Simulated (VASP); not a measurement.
Zn, 1 atom in the cell. The structure is cubic, space group Fm-3m (No. 225). Conventional cell: a = 3.928 Å, b = 3.928 Å, c = 3.928 Å, α = 90.00°, β = 90.00°, γ = 90.00°. Within 3.7 Å of Zn (site symmetry m-3m) lie 12 Zn at 2.78 Å. This isn't the form of Zn at room conditions, which is hcp.

* Program: VASP 6.6.1
* Task: single point
* Functional: PBE
* Potentials or basis: VASP PAW PBE potentials, release 64 (Zn)
* Cutoff: 520 eV
* k mesh: 18 × 18 × 18
* Occupations: gaussian, width 0.1 eV
* Spin: no spin polarisation
* Dipole correction: no
* Further INCAR settings: ALGO = Normal; EDIFF = 1e-07; NBANDS = 12

Potentials or basis: VASP PAW PBE potentials, release 64 (Zn).

Run with:

```bash
$ cat potpaw_PBE.64/Zn/POTCAR > POTCAR
$ mpirun -np 1 vasp_std > vasp.out
```

Hardware: 1 thread of Intel Xeon 8259CL, on a shared host.

**Question.** Estimate the wall time of this run.

**Answer.** Wall time 37 s on 1 thread of Intel Xeon 8259CL, with other jobs on the host, peak memory 0.16 GiB. Counts: scf iterations 12, k points 195.
